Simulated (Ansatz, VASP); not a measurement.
## Two plane-wave programs on PbSe

INCAR

```
PREC     = Accurate       # precision mode
ENCUT    = 520            # plane-wave cutoff, eV
EDIFF    = 1E-6           # SCF threshold, eV
ISMEAR   = 0              # smearing method
SIGMA    = 0.05           # smearing width, eV
LREAL    = F              # projectors in reciprocal space
LASPH    = T              # aspherical terms in the spheres
NELM     = 80             # most SCF steps
ALGO     = Normal         # electronic algorithm
ISIF     = 2              # what is computed and relaxed
LWAVE    = F              # write WAVECAR
LCHARG   = F              # write CHGCAR
GGA      = PS             # functional
NBANDS   = 17             # bands
```

File KPOINTS:

```
Automatic mesh
0
Gamma
  10 10 10
```

File POSCAR:

```
PbSe
1.0
   -0.0469427595      3.0647834490      3.1625272770
    3.1677941750     -0.0639989350      3.1795834525
    3.1035808895      3.0176263390      0.0002143505
Pb Se
1 1
Direct
   -0.0193311889     -0.0234394135      0.0046258348
    0.5193311889      0.5234394135      0.4953741652
```

Input for Ansatz:

```yaml
crystal:
  lattice:
    - [-0.0469427595, 3.064783449, 3.162527277]
    - [3.167794175, -0.063998935, 3.1795834525]
    - [3.1035808895, 3.017626339, 0.0002143505]
  atoms:
    - { symbol: Pb, position: [-0.0193311889, -0.0234394135, 0.0046258348] }
    - { symbol: Se, position: [0.5193311889, 0.5234394135, 0.4953741652] }
basis:
  ecutwfc: 420
kpoints:
  mp_grid: { grid: [10, 10, 10] }
hamiltonian:
  xc: pbesol
scf:
  occupations: { method: gaussian, width: 0.05 }
output:
  forces: true
  stress: true
  eigenvalues: true
```

Change from the starting cell: all atoms moved at random, cell strained at random.

Alike in both runs: task single point; functional PBEsol; k mesh 10 × 10 × 10; occupations gaussian, width 0.05 eV; no spin polarisation.

```csv
,VASP,Ansatz
version,VASP 6.6.1,Ansatz 0.2.0
potentials or method,"VASP PAW PBE potentials, release 64 (Pb_d, Se), cutoff 520 eV","scalar-relativistic, plane waves, PAW"
valence electrons in the cell,20,30
```

|  | VASP | Ansatz | Ansatz less VASP |
| --- | --- | --- | --- |
| gap on the k mesh at the Fermi level (eV) | 0.53 | 0.52 | -0.002 |
| least direct gap on the mesh (eV) | 0.53 | 0.52 | -0.002 |
| pressure (GPa) | -2.5 | -2.5 | +0.01 |
| traceless stress, the component that is largest in VASP (GPa) | -1.18 | -1.17 | +0.009 |
| rms of the force components (eV/Å) | 0.083 | 0.081 | -0.0029 |

VASP's potentials were made for PBE, not for PBEsol. Atom by atom the forces differ by 0.003 eV/Å (rms over components). VASP's potentials hold 20 valence electrons a cell and Ansatz's 30, so a difference there can come from the potentials and not from the codes.

Spin-orbit coupling is off throughout.
